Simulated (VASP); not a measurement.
Runs of VASP 6.6.1 on CaO. The structure is that of space group Pm-3m (No. 221), or close to it. The cells are those of the table. 

| task | cell | k mesh | cutoff (eV) | smearing | gap on the mesh (eV) | pressure (GPa) | relaxed volume (Å³/atom) |
| --- | --- | --- | --- | --- | --- | --- | --- |
| relaxation of cell and atoms | relaxed from a = 2.934 Å, 2 atoms | 8 × 8 × 8 | 600 | gaussian 0.02 eV | 2.77 | -0.1 | 12.70 |
| single point | a = 2.934 Å, 2 atoms | 6 × 6 × 6 | 520 | gaussian 0.1 eV | 2.77 | 0.6 | - |
| relaxation of cell and atoms | relaxed from a = 3.246 Å, 2 atoms | 6 × 6 × 6 | 600 | gaussian 0.1 eV | 2.77 | -0.2 | 12.71 |
| single point | a = 2.934 Å, 2 atoms | 8 × 8 × 8 | 520 | gaussian 0.02 eV | 2.77 | 0.6 | - |
| single point | a = 3.246 Å, 2 atoms | 6 × 6 × 6 | 520 | gaussian 0.1 eV | (a) | -16.8 | - |

Alike in all rows: level PBE; potentials or basis VASP PAW PBE potentials, release 64 (Ca_sv, O); no spin polarisation.

**Question.** Fill in the values left out.

**Answer.** (a) 2.22.

Caveats: the volume moved by over 15 % at a fixed basis, so the end points are rough (some runs).

A k mesh can miss the band edges.
